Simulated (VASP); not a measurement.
A run of VASP 6.6.1:

The input INCAR:

```
SYSTEM = HgTe
PREC = Accurate
ENCUT = 520
EDIFF = 1E-6
ISMEAR = 1
SIGMA = 0.1
LREAL = .FALSE.
LASPH = .TRUE.
NELM = 100
ALGO = Normal
ISIF = 2
LWAVE = .FALSE.
LCHARG = .FALSE.
NBANDS = 26
```

File KPOINTS:

```
Automatic mesh
0
G
  5 5 4
  0 0 0
```

The input POSCAR:

```
HgTe
1.0
    2.9925180000     -3.4669290000      0.0000000000
    2.9925180000      3.4669290000      0.0000000000
    0.0000000000      0.0000000000      5.7981570000
Hg Te
2 2
Direct
    0.6569500000      0.3430500000      0.2500000000
    0.3430500000      0.6569500000      0.7500000000
    0.2151910000      0.7848090000      0.2500000000
    0.7848090000      0.2151910000      0.7500000000
```

Potentials or basis: VASP PAW LDA potentials, release 64 (Hg, Te).

The run is started by

```bash
$ cat potpaw_LDA.64/Hg/POTCAR potpaw_LDA.64/Te/POTCAR > POTCAR
$ mpirun -np 1 vasp_std > vasp.out
```

Hardware: 1 thread of Intel Xeon 8259CL (shared host).

Estimate the wall time of this run.

Run time: 81 s on 1 thread of Intel Xeon 8259CL, with other jobs on the host, peak memory 0.24 GiB. Counts: scf iterations 13, k points 27.
